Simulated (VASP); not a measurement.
A run of VASP 6.6.1 is set up as follows.

The input INCAR:

```
  PREC = Accurate
  ENCUT = 520
  EDIFF = 1E-6
  ISMEAR = 1
  SIGMA = 0.1
  LREAL = False
  LASPH = True
  NELM = 80
  ALGO = Fast
  ISIF = 2
  LWAVE = False
  LCHARG = False
  GGA = CA
  NBANDS = 22
```

Contents of KPOINTS:

```
regular mesh
0
Gamma
  18 18 8
```

The input POSCAR:

```
Pt
1.0
    2.7527180882      0.0000000000      0.0000000000
   -1.3763590441      2.3839237939      0.0000000000
    0.0000000000      0.0000000000      6.7451048485
Pt
3
Direct
    0.0000000000      0.0000000000      0.0000000000
    0.3333333333      0.6666666667      0.3333333333
    0.6666666667      0.3333333333      0.6666666667
```

Potentials or basis: VASP PAW LDA potentials, release 64 (Pt).

Launch:

```console
$ cat potpaw_LDA.64/Pt/POTCAR > POTCAR
$ mpirun -np 1 vasp_std > vasp.out
```

Question: Estimate the band gap on the k mesh.

Answer: Zero (bands 15 and 16 overlap by 2.02 eV).

Question: What does it give for the pressure?

Answer: 0.9 GPa.

Caveat: spin-orbit coupling is left out, which moves the levels of the heavy elements.
